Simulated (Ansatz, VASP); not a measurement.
## One calculation of CaHf4, two programs

```
Ca Hf
1.0
     5.92412    0.00000    0.00000
    -2.96206    5.13044    0.00000
     0.00000    0.00000    5.17843
Ca Hf
1 4
Direct
  0.00000 0.00000 0.50000
  0.50000 0.00000 0.50000
  0.00000 0.50000 0.50000
  0.50000 0.50000 0.50000
  0.00000 0.00000 0.00000
```

Alike in both runs: functional PBE; k mesh 6 × 6 × 8; occupations gaussian, width 0.1 eV; no spin polarisation.

Ansatz relaxed the structure, and its values are those at the end. VASP's run is a single point on that final structure, the one shown.

|  | VASP | Ansatz |
| --- | --- | --- |
| version | VASP 6.6.1 | Ansatz 0.2.0 |
| potentials or method | VASP PAW PBE potentials, release 64 (Ca_sv, Hf_pv), cutoff 520 eV | scalar-relativistic, plane waves, PAW |
| valence electrons in the cell | 50 | 114 |

```tsv
	VASP	Ansatz	Ansatz less VASP
gap on the k mesh at the Fermi level (eV)	none	none	-
pressure (GPa)	-0.2	0.0	+0.19
```

A gap of «none» marks a metal or a gap that the smearing closes. VASP's potentials hold 50 valence electrons a cell and Ansatz's 114, so a difference there can come from the potentials and not from the codes.

Spin-orbit coupling is off throughout.
